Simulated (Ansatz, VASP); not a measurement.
**K in VASP and in Ansatz**

Contents of INCAR:

```
PREC     = Accurate       # precision mode
ENCUT    = 520            # plane-wave cutoff, eV
EDIFF    = 1E-6           # SCF threshold, eV
ISMEAR   = -1             # smearing method
SIGMA    = 0.1            # smearing width, eV
LREAL    = F              # projectors in reciprocal space
LASPH    = T              # aspherical terms in the spheres
NELM     = 80             # most SCF steps
ALGO     = Normal         # electronic algorithm
ISIF     = 2              # what is computed and relaxed
LWAVE    = F              # write WAVECAR
LCHARG   = F              # write CHGCAR
GGA      = PE             # functional
NBANDS   = 26             # bands
```

Contents of KPOINTS:

```
Automatic mesh
0
Gamma
  9 9 6
```

File POSCAR:

```
K
1.0
    3.5843567659      0.0000000000      0.0000000000
   -1.7921783830      3.1041440155      0.0000000000
    0.0000000000      0.0000000000     11.4788007758
K
4
Direct
    0.0000000000      0.0000000000      0.0000000000
    0.0000000000      0.0000000000      0.5000000000
    0.3333333333      0.6666666667      0.2500000000
    0.6666666667      0.3333333333      0.7500000000
```

Input for Ansatz:

```yaml
crystal:
  lattice:
    - [3.5843567659, 0.0, 0.0]
    - [-1.792178383, 3.1041440155, 0.0]
    - [0.0, 0.0, 11.4788007758]
  atoms:
    - { symbol: K, position: [0.0, 0.0, 0.0] }
    - { symbol: K, position: [0.0, 0.0, 0.5] }
    - { symbol: K, position: [0.3333333333, 0.6666666667, 0.25] }
    - { symbol: K, position: [0.6666666667, 0.3333333333, 0.75] }
kpoints:
  mp_grid: { grid: [9, 9, 6] }
  band_path:
    path:
      - [0.0, 0.0, 0.0]
      - [0.5, 0.0, 0.0]
      - [0.3333333333, 0.3333333333, 0.0]
      - [0.0, 0.0, 0.0]
      - [0.0, 0.0, 0.5]
      - [0.5, 0.0, 0.5]
      - [0.3333333333, 0.3333333333, 0.5]
      - [0.0, 0.0, 0.5]
      - [0.5, 0.0, 0.5]
    npoints: 8
scf:
  occupations: { method: fermi_dirac, width: 0.1 }
hamiltonian:
  xc: pbe
  pseudopotentials: { kind: all_electron, lapw: { basis_error: 0.001 } }
output:
  forces: true
  stress: true
  eigenvalues: true
  populations: true
```

Alike in both runs: task single point; functional PBE; k mesh 9 × 9 × 6; occupations fermi-dirac, width 0.1 eV; no spin polarisation.

```csv
,VASP,Ansatz
version,VASP 6.6.1,Ansatz 0.2.0
potentials or method,"VASP PAW PBE potentials, release 64 (K_sv), cutoff 520 eV","all-electron LAPW, scalar-relativistic"
```

```csv
,VASP,Ansatz,Ansatz less VASP
gap on the k mesh at the Fermi level (eV),none,none,-
pressure (GPa),13.4,13.4,-0.01
"traceless stress, the component that is largest in VASP (GPa)",0.32,0.32,-0.002
```

A gap of «none» marks a metal or a gap that the smearing closes. Ansatz ran all-electron here, and VASP with PAW potentials.
